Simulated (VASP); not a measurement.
# Si in VASP: a series of runs, part 2 of 2

VASP 6.6.1. The steps go on from the part before.

## (4) Relaxation of cell and atoms, PBE

This run uses another cell than the first one, of 20.02 Å³/atom, 0.974 times its volume.

Contents of INCAR:

```
PREC = Accurate ; ENCUT = 600
EDIFF = 1E-6 ; ISMEAR = 0
SIGMA = 0.01 ; LREAL = F
LASPH = T ; NELM = 60
ALGO = Normal ; ISIF = 3
LWAVE = F ; LCHARG = F
GGA = PE ; IBRION = 2
NSW = 80 ; EDIFFG = -5E-4
```

Contents of KPOINTS:

```
regular mesh
0
Gamma
  10 10 10
```

Contents of POSCAR:

```
Si
1.0
    0.0000000000      2.7155000000      2.7155000000
    2.7155000000      0.0000000000      2.7155000000
    2.7155000000      2.7155000000      0.0000000000
Si
2
Direct
    0.0000000000      0.0000000000      0.0000000000
    0.2500000000      0.2500000000      0.2500000000
```

Potentials or basis: VASP PAW PBE potentials, release 64 (Si).

The run is started by

```sh
$ cat potpaw_PBE.64/Si/POTCAR > POTCAR
$ mpirun -np 1 vasp_std > vasp.out
```

OUTCAR:

```text
PREC = Accurate
   ENCUT = 600
   EDIFF = 1E-6
   ISMEAR = 0
   LREAL = F
   LASPH = T
   NELM = 60
   ISIF = 3
   GGA = PE
   IBRION = 2
   NSW = 80
   EDIFFG = -5E-4

 ion  position               nearest neighbor table
   1  0.000  0.000  0.000-   2 2.35   2 2.35   2 2.35   2 2.35
   2  0.250  0.250  0.250-   1 2.35   1 2.35   1 2.35   1 2.35

  LATTYP: Found a face centered cubic cell.
 ALAT       =     5.4310000000

  Lattice vectors:

 A1 = (   0.0000000000,   2.7155000000,   2.7155000000)
 A2 = (   2.7155000000,   0.0000000000,   2.7155000000)
 A3 = (   2.7155000000,   2.7155000000,   0.0000000000)

Analysis of symmetry for initial positions (statically):
=====================================================================
 Subroutine PRICEL returns:
 Original cell was already a primitive cell.

 Routine SETGRP: Setting up the symmetry group for a
 face centered cubic supercell.

 Subroutine GETGRP returns: Found 48 space group operations
 (whereof 24 operations were pure point group operations)
 out of a pool of 48 trial point group operations.

The static configuration has the point symmetry T_d .
 The point group associated with its full space group is O_h .

Analysis of symmetry for dynamics (positions and initial velocities):
=====================================================================
 Subroutine PRICEL returns:
 Original cell was already a primitive cell.

 Routine SETGRP: Setting up the symmetry group for a
 face centered cubic supercell.

 Subroutine GETGRP returns: Found 48 space group operations
 (whereof 24 operations were pure point group operations)
 out of a pool of 48 trial point group operations.

The dynamic configuration has the point symmetry T_d .
 The point group associated with its full space group is O_h .

 Subroutine INISYM returns: Found 48 space group operations
 (whereof 24 operations are pure point group operations),
 and found     1 'primitive' translations

----------------------------------------------------------------------------------------

                                     Primitive cell

  volume of cell :      40.0479

  direct lattice vectors                    reciprocal lattice vectors
     0.000000000  2.715500000  2.715500000    -0.184128153  0.184128153  0.184128153
     2.715500000  0.000000000  2.715500000     0.184128153 -0.184128153  0.184128153
     2.715500000  2.715500000  0.000000000     0.184128153  0.184128153 -0.184128153

  length of vectors
     3.840296929  3.840296929  3.840296929     0.318919316  0.318919316  0.318919316

  position of ions in fractional coordinates (direct lattice)
     0.000000000  0.000000000  0.000000000
     0.250000000  0.250000000  0.250000000

  ion indices of the primitive-cell ions
   primitive index   ion index
                 1           1
                 2           2

----------------------------------------------------------------------------------------

 KPOINTS: regular mesh

Automatic generation of k-mesh.
 Grid dimensions read from file:
 generate k-points for:   10   10   10
[... 48 lines left out ...]
   total plane-waves  NPLWV =  32768
   dimension x,y,z NGX =    32 NGY =   32 NGZ =   32
   dimension x,y,z NGXF=    64 NGYF=   64 NGZF=   64
   ions per type =               2
   NGX,Y,Z   is equivalent  to a cutoff of  13.85, 13.85, 13.85 a.u.
   NGXF,Y,Z  is equivalent  to a cutoff of  27.71, 27.71, 27.71 a.u.
 SYSTEM =  unknown system
   PREC   = accura    normal or accurate (medium, high low for compatibility)
   ISTART =      0    job   : 0-new  1-cont  2-samecut
   ICHARG =      2    charge: 1-file 2-atom 10-const
   ISPIN  =      1    spin polarized calculation?
   LNONCOLLINEAR =      F non collinear calculations
   LSORBIT =      F    spin-orbit coupling
   LASPH  =      T    aspherical Exc in radial PAW
   ENCUT  =  600.0 eV  44.10 Ry    6.64 a.u.   7.67  7.67  7.67*2*pi/ulx,y,z
   NELM   =     60;   NELMIN=  2; NELMDL= -5     # of ELM steps
   EDIFF  = 0.1E-05   stopping-criterion for ELM
   LREAL  =      F    real-space projection
   EDIFFG = -.5E-03   stopping-criterion for IOM
   NSW    =     80    number of steps for IOM
   IBRION =      2    ionic relax: 0-MD 1-quasi-New 2-CG
   NFREE  =      1    steps in history (QN), initial steepest desc. (CG)
   ISIF   =      3    stress and relaxation
   ISYM   =      2    0-nonsym 1-usesym 2-fastsym
   POTIM  = 0.5000    time-step for ionic-motion
   TEBEG  =    0.0;   TEEND  =   0.0 temperature during run
   PSTRESS=    0.0 pullay stress
   NELECT =       8.0000    total number of electrons
   NUPDOWN=      -1.0000    fix difference up-down
   EMIN   =  10.00;   EMAX   =-10.00  energy-range for DOS
   EFERMI =   0.00;   METHOD = LEGACY
   ISMEAR =     0;   SIGMA  =   0.01  broadening in eV -4-tet -1-fermi 0-gaus
   EFERMI_NEDOS =   21; number of points for ismear=-14 and -15
   IALGO  =     38    algorithm
   IMIX   =      4    mixing-type and parameters
     AMIX     =   0.40;   BMIX     =  1.00
     AMIX_MAG =   1.60;   BMIX_MAG =  1.00
  volume/ion in A,a.u.               =      20.02       135.13
  Fermi-wavevector in a.u.,A,eV,Ry     =   0.956999  1.808467 12.460868  0.915848
  Thomas-Fermi vector in A             =   2.085978
   LORBIT       =      0    0 simple, 1 ext, 2 COOP (PROOUT), +10 PAW based schemes
   GGA     = PE    functional components
   LHFCALC =     F    Hartree Fock is set to
   AEXX    =    0.0000 exact exchange contribution
   IVDW    =     0    specifies the selected vdW correction
   LEPSILON=     F    determine dielectric tensor
   LRPA    =     F    only Hartree local field effects (RPA)
 conjugate gradient relaxation of ions
 non-spin polarized calculation
 Gauss-broadening in eV      SIGMA  =   0.01
  energy-cutoff  :      600.00
  volume of cell :       40.05
 maximum number of plane-waves:      1363
   NGX = 15   NGY = 15   NGZ = 15

--------------------------------------- Ionic step        1  -------------------------------------------

 number of electron       7.9999999 magnetization

 Free energy of the ion-electron system (eV)
  ---------------------------------------------------
  ext. energy  EPLUGINS =         0.00000000
  ---------------------------------------------------
  free energy    TOTEN  =       -10.84434985 eV

  energy without entropy =      -10.84434985  energy(sigma->0) =      -10.84434985

------------------------ aborting loop because EDIFF is reached ----------------------------------------

  FORCE on cell =-STRESS in cart. coord.  units (eV):
  Direction    XX          YY          ZZ          XY          YZ          ZX
  --------------------------------------------------------------------------------------
  -------------------------------------------------------------------------------------
  Total        0.4841354      0.4841354      0.4841354     -0.0000000      0.0000000      0.0000000
  in kB       19.3685885     19.3685885     19.3685885     -0.0000000      0.0000000      0.0000000
  external PRESSURE =      19.3685885 kB  Pullay stress =       0.0000000 kB
[... 275 lines left out ...]
--------------------------------------- Ionic step        9  -------------------------------------------

 number of electron       8.0000000 magnetization

 Free energy of the ion-electron system (eV)
  ---------------------------------------------------
  ext. energy  EPLUGINS =         0.00000000
  ---------------------------------------------------
  free energy    TOTEN  =       -10.84930043 eV

  energy without entropy =      -10.84930043  energy(sigma->0) =      -10.84930043

 E-fermi :   5.7162     XC(G=0):  -9.3271

 val. band max:        5.6159519876   @ k =   0.0000   0.0000   0.0000
 cond. band min:       6.2339669021   @ k =   0.4000   0.4000   0.0000
 fundamental gap:      0.6180149145
 Fermi energy:         5.7162451127

 k-point     1 :       0.0000    0.0000    0.0000
  band No.  band energies     occupation
      1      -6.1985      2.00000
      2       5.6160      2.00000
      3       5.6160      2.00000
      4       5.6160      2.00000
      5       8.1729      0.00000
      6       8.1729      0.00000
      7       8.1729      0.00000
      8       8.7497      0.00000
[... 243 lines left out ...]
 k-point    24 :       0.4000    0.3000    0.0000
  band No.  band energies     occupation
      1      -4.0760      2.00000
      2       0.2234      2.00000
      3       2.8226      2.00000
      4       3.2322      2.00000
      5       6.6930      0.00000
      6       7.8818      0.00000
      7      12.4712      0.00000
      8      12.6117      0.00000

 [... further k-points ...]

------------------------ aborting loop because EDIFF is reached ----------------------------------------

  FORCE on cell =-STRESS in cart. coord.  units (eV):
  Direction    XX          YY          ZZ          XY          YZ          ZX
  --------------------------------------------------------------------------------------
  -------------------------------------------------------------------------------------
  Total        0.0000148      0.0000148      0.0000148      0.0000000     -0.0000000      0.0000000
  in kB        0.0005802      0.0005802      0.0005802      0.0000000     -0.0000000      0.0000000
  external PRESSURE =       0.0005802 kB  Pullay stress =       0.0000000 kB
[... 17 lines left out ...]
  FREE ENERGIE OF THE ION-ELECTRON SYSTEM (eV)
  ---------------------------------------------------
  free  energy   TOTEN  =       -10.8493004327 eV

  energy  without entropy=      -10.8493004327  energy(sigma->0) =      -10.84930043

 reached required accuracy - stopping structural energy minimisation
```

Run time: 30 s. Hardware: 1 thread of AMD EPYC 9R45 (Zen 5), shared host; peak memory 0.14 GiB.

Results:

- Free energy: -10.8493 eV
- Relaxed volume: 20.44 Å³/atom
- Relaxed cell: a = 3.867 Å, b = 3.867 Å, c = 3.867 Å, α = 60.00°, β = 60.00°, γ = 60.00°
- Space group after relaxing (to 0.05 Å): Fd-3m (No. 227)
- Energy gained by relaxing: 2.5 meV/atom
- Ionic steps: 9
- Pressure after relaxing: 0.0 GPa
- Band gap on the k mesh: 0.62 eV, indirect (least direct gap 2.56 eV)

Step by step:
| step | energy change (eV) | largest force (eV/Å) | pressure (GPa) | volume (Å³) |
| --- | --- | --- | --- | --- |
| 1 | 0.0000 | 0.0000 | 1.94 | 40.05 |
| 2 | -0.0027 | 0.0000 | -1.21 | 41.47 |
| 3 | -0.0050 | 0.0000 | 0.01 | 40.89 |
| 4 | -0.0049 | 0.0000 | -0.02 | 40.90 |
| 5 | -0.0050 | 0.0000 | -0.02 | 40.89 |
| 6 | -0.0049 | 0.0000 | 0.07 | 40.86 |
| 7 | -0.0050 | 0.0000 | 0.01 | 40.88 |
| 8 | -0.0050 | 0.0000 | 0.00 | 40.89 |
| 9 | -0.0050 | 0.0000 | 0.00 | 40.89 |

Final structure:
```
CELL_PARAMETERS angstrom
0.00000 2.73438 2.73438
2.73438 0.00000 2.73438
2.73438 2.73438 0.00000
ATOMIC_POSITIONS crystal
Si 0.00000 0.00000 0.00000
Si 0.25000 0.25000 0.25000
```

Levels at points of the mesh, in eV from the valence-band top:
```
           k point  band 1  band 2  band 3  band 4  band 5  band 6  band 7  band 8
(0.00, 0.00, 0.00)  -11.81    0.00    0.00    0.00    2.56    2.56    2.56    3.13
(0.50, 0.00, 0.00)   -9.54   -6.87   -1.18   -1.18    1.47    3.35    3.35    7.70
(0.50, 0.50, 0.00)   -7.75   -7.75   -2.79   -2.79    0.75    0.75    9.94    9.94
```

A k mesh can miss the band edges. As with any semilocal functional, this PBE gap is likely too small.

## (5) Single point, PBE

This run uses another cell than the first one, of 20.46 Å³/atom, 0.995 times its volume.

Contents of INCAR:

```
  PREC = Accurate
  ENCUT = 520
  EDIFF = 1E-7
  ISMEAR = 0
  SIGMA = 0.01
  LREAL = F
  LASPH = T
  NELM = 100
  ALGO = Normal
  ISIF = 2
  LWAVE = F
  LCHARG = F
  GGA = PE
  NBANDS = 11
```

Contents of KPOINTS:

```
Automatic mesh
0
Gamma
  10 10 10
```

Contents of POSCAR:

```
Si
1.0
    0.0068377715      2.7351086096      2.7351086096
    2.7351086096      0.0068377715      2.7351086096
    2.7419463812      2.7419463812      0.0000000001
Si
2
Direct
    0.0003172820      0.0003172820     -0.0003172820
    0.2496827180      0.2496827180      0.2503172820
```

Potentials or basis: VASP PAW PBE potentials, release 64 (Si).

The run is started by

```sh
$ cat potpaw_PBE.64/Si/POTCAR > POTCAR
$ mpirun -np 1 vasp_std > vasp.out
```

OUTCAR:

```text
PREC = Accurate
   ENCUT = 520
   EDIFF = 1E-7
   ISMEAR = 0
   LREAL = F
   LASPH = T
   NELM = 100
   ISIF = 2
   GGA = PE

 ion  position               nearest neighbor table
   1  0.000  0.000  1.000-   2 2.37   2 2.37   2 2.37   2 2.37
   2  0.250  0.250  0.250-   1 2.37   1 2.37   1 2.37   1 2.37

  LATTYP: Found a body centered orthorhombic cell.
 ALAT       =     3.8583576211
 B/A-ratio  =     1.0050125313
 C/A-ratio  =     1.4177579572

  Lattice vectors:

 A1 = (   2.7351086097,   0.0068377716,  -2.7351086095)
 A2 = (  -2.7351086096,  -0.0068377715,  -2.7351086096)
 A3 = (   0.0068377715,   2.7351086096,   2.7351086096)

Analysis of symmetry for initial positions (statically):
=====================================================================
 Subroutine PRICEL returns:
 Original cell was already a primitive cell.

 Routine SETGRP: Setting up the symmetry group for a
 body centered orthorhombic supercell.

 Subroutine GETGRP returns: Found  8 space group operations
 (whereof  4 operations were pure point group operations)
 out of a pool of  8 trial point group operations.

The static configuration has the point symmetry C_2v.
[... 175 lines left out ...]
      3       5.6080      2.00000
      4       5.6303      2.00000
      5       8.1373      0.00000
      6       8.1603      0.00000
      7       8.1923      0.00000
      8       8.7373      0.00000
      9      13.3168      0.00000
     10      13.3172      0.00000
     11      13.4831      0.00000
[... 309 lines left out ...]
 k-point    24 :       0.4000    0.3000    0.0000
  band No.  band energies     occupation
      1      -4.0792      2.00000
      2       0.2200      2.00000
      3       2.8373      2.00000
      4       3.1960      2.00000
      5       6.6711      0.00000
      6       7.8981      0.00000
      7      12.4588      0.00000
      8      12.5980      0.00000
      9      16.0117      0.00000
     10      16.1381      0.00000
     11      17.6126      0.00000

 [... further k-points ...]

------------------------ aborting loop because EDIFF is reached ----------------------------------------

  FORCE on cell =-STRESS in cart. coord.  units (eV):
  Direction    XX          YY          ZZ          XY          YZ          ZX
  --------------------------------------------------------------------------------------
  -------------------------------------------------------------------------------------
  Total       -0.0200591     -0.0200591     -0.0204815     -0.0952019     -0.0000000     -0.0000000
  in kB       -0.7853626     -0.7853626     -0.8019019     -3.7273937     -0.0000000     -0.0000000
  external PRESSURE =      -0.7908757 kB  Pullay stress =       0.0000000 kB

 VOLUME and BASIS-vectors are now :
 -----------------------------------------------------------------------------
  energy-cutoff  :      520.00
  volume of cell :       40.92
      direct lattice vectors                 reciprocal lattice vectors
     0.006837772  2.735108610  2.735108610    -0.183266263  0.183266263  0.182808097
     2.735108610  0.006837772  2.735108610     0.183266263 -0.183266263  0.182808097
     2.741946381  2.741946381  0.000000000     0.182352216  0.182352216 -0.182808097

 POSITION                                       TOTAL-FORCE (eV/Angst)
 -----------------------------------------------------------------------------------
      2.74195      2.74195      0.00174         0.000000      0.000000     -0.000213
      1.37097      1.37097      1.36582        -0.000000     -0.000000      0.000213
 -----------------------------------------------------------------------------------
    total drift:                               -0.000000     -0.000000     -0.000000

  FREE ENERGIE OF THE ION-ELECTRON SYSTEM (eV)
  ---------------------------------------------------
  free  energy   TOTEN  =       -10.8489583664 eV

  energy  without entropy=      -10.8489583664  energy(sigma->0) =      -10.84895837
```

Wall time 40 s (1 thread of AMD EPYC 9R45 (Zen 5), shared host); peak memory 0.17 GiB.

Results:

```yaml
Free_energy: -10.8490 eV
Pressure: -0.1 GPa
Band_gap_on_the_k_mesh: 0.60 eV, indirect (least direct gap 2.51 eV)
```

Levels at points of the mesh, in eV from the valence-band top:
```
           k point  band 1  band 2  band 3  band 4  band 5  band 6  band 7  band 8
(0.00, 0.00, 0.00)  -11.83   -0.04   -0.02    0.00    2.51    2.53    2.56    3.11
(0.50, 0.00, 0.00)   -9.54   -6.88   -1.22   -1.21    1.42    3.31    3.33    7.66
(0.50, 0.50, 0.00)   -7.78   -7.76   -2.85   -2.78    0.70    0.77    9.89    9.92
(0.00, 0.00, 0.50)   -9.57   -6.89   -1.19   -1.18    1.47    3.33    3.35    7.70
(0.50, 0.00, 0.50)   -7.77   -7.77   -2.81   -2.81    0.73    0.73    9.91    9.91
```

A k mesh can miss the band edges. A hybrid or GW would open this gap; PBE tends to underestimate it.

## (6) Overview

```tsv
task	cell	cutoff (eV)	gap on the mesh (eV)	pressure (GPa)
single point	a = 3.878, b = 3.878, c = 3.868 Å, angles 60.1, 60.1, 59.8°, 2 atoms	520	0.60	-0.5
single point	a = 3.878 Å, angles 59.7°, 2 atoms	520	0.60	-0.1
relaxation of cell and atoms	relaxed from a = 3.840 Å, angles 60.0°, 2 atoms	600	0.62	0.0
single point	a = 3.868, b = 3.868, c = 3.878 Å, angles 59.9, 59.9, 59.8°, 2 atoms	520	0.60	-0.1
```

Alike in all rows: level PBE; potentials or basis VASP PAW PBE potentials, release 64 (Si); no spin polarisation; k mesh 10 × 10 × 10; smearing gaussian 0.01 eV.

Absolute energies hang on the potentials; compare differences alone.
